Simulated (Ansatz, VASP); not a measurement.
Given: the input of a run of Ansatz 0.2.0 on CuO.

File input.yaml:

```yaml
crystal:
  lattice:
    - [2.3573593924, -1.7226334429, 0.0]
    - [2.3573593924, 1.7226334429, 0.0]
    - [-0.8556569116, 0.0, 5.0913661947]
  atoms:
    - { symbol: Cu, position: [0.5, 0.0, 0.5] }
    - { symbol: Cu, position: [0.0, 0.5, 0.0] }
    - { symbol: O, position: [0.4184, 0.5816, 0.75] }
    - { symbol: O, position: [0.5816, 0.4184, 0.25] }
kpoints:
  mp_grid: { grid: [10, 10, 5] }
scf:
  occupations: { method: fermi_dirac, width: 0.05 }
hamiltonian:
  xc: lda
  pseudopotentials: { kind: all_electron, lapw: { basis_error: 0.002 } }
output:
  forces: true
  stress: true
  eigenvalues: true
```

Potentials or basis: all-electron LAPW, scalar-relativistic.

The run is started by

```sh
$ ansatz run input.yaml --threads 2 --pin off --max-ram 8192MiB --backend cpu --events-out ev --progress --plain --runs-dir out
```

Q: Set up the same calculation for VASP 6.6.1. Potentials there: VASP PAW LDA potentials, release 64 (Cu, O).

A: As run (the cutoff follows the program's own potentials):

The input INCAR:

```
SYSTEM = CuO
  PREC = Accurate
  ENCUT = 520
  EDIFF = 1E-6
  ISMEAR = -1
  SIGMA = 0.05
  LREAL = .False.
  LASPH = .True.
  NELM = 80
  ALGO = Normal
  ISIF = 2
  LWAVE = .False.
  LCHARG = .False.
  GGA = CA
  NBANDS = 25
```

Contents of KPOINTS:

```
regular mesh
0
Gamma
  10 10 5
  0 0 0
```

POSCAR

```
CuO
1.0
    2.3573593924     -1.7226334429      0.0000000000
    2.3573593924      1.7226334429      0.0000000000
   -0.8556569116      0.0000000000      5.0913661947
Cu O
2 2
Direct
    0.5000000000      0.0000000000      0.5000000000
    0.0000000000      0.5000000000      0.0000000000
    0.4184000000      0.5816000000      0.7500000000
    0.5816000000      0.4184000000      0.2500000000
```

Potentials or basis: VASP PAW LDA potentials, release 64 (Cu, O).

Run with:

```console
$ cat potpaw_LDA.64/Cu/POTCAR potpaw_LDA.64/O/POTCAR > POTCAR
$ mpirun -np 1 vasp_std > vasp.out
```

Both were run:

|  | VASP | Ansatz | Ansatz less VASP |
| --- | --- | --- | --- |
| gap on the k mesh at the Fermi level (eV) | none | none | - |
| pressure (GPa) | -11.9 | -12.5 | -0.64 |
| traceless stress, the component that is largest in VASP (GPa) | 4.27 | 4.57 | +0.299 |
| rms of the force components (eV/Å) | 0.198 | 0.213 | +0.0151 |

LDA's correlation is that of Perdew and Zunger in VASP and of Perdew and Wang (1992) in Ansatz. Atom by atom the forces differ by 0.015 eV/Å (rms over components). A gap of «none» marks a metal or a gap that the smearing closes. Ansatz ran all-electron here, and VASP with PAW potentials.
